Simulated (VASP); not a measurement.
Ti, 2 atoms in the cell. The structure is hexagonal, space group P6_3/mmc (No. 194). The conventional cell has a = 2.842 Å, b = 2.842 Å, c = 4.500 Å, α = 90.00°, β = 90.00°, γ = 120.00°. Ti (site symmetry -6m2) has 12 Ti at 2.78 to 2.84 Å within 3.7 Å. 

| Item | Value |
| --- | --- |
| Program | VASP 6.6.1 |
| Task | relaxation of cell and atoms |
| Functional | PBEsol |
| Potentials or basis | VASP PAW PBE potentials, release 64 (Ti_sv) |
| Cutoff | 600 eV |
| k mesh | 18 × 18 × 10 |
| Occupations | gaussian, width 0.1 eV |
| Spin | no spin polarisation |
| Target pressure | 8 GPa |
| Dipole correction | no |
| Further INCAR settings | ALGO = Fast; EDIFF = 1e-07; IBRION = 2; EDIFFG = -0.008; NSW = 70; ISIF = 3 |

Potentials or basis: VASP PAW PBE potentials, release 64 (Ti_sv).

Command:

```bash
$ cat potpaw_PBE.64/Ti_sv/POTCAR > POTCAR
$ mpirun -np 1 vasp_std > vasp.out
```

Hardware: 1 thread of Intel(R) Xeon(R) 6975P-C (Granite Rapids) (shared host).

Problem. How long does it take, and how much memory?

Solution. Wall time 5.7 min on 1 thread of Intel(R) Xeon(R) 6975P-C (Granite Rapids), with other jobs on the host, peak memory 0.26 GiB. Counts: scf iterations 115, k points 222, ion steps 4.
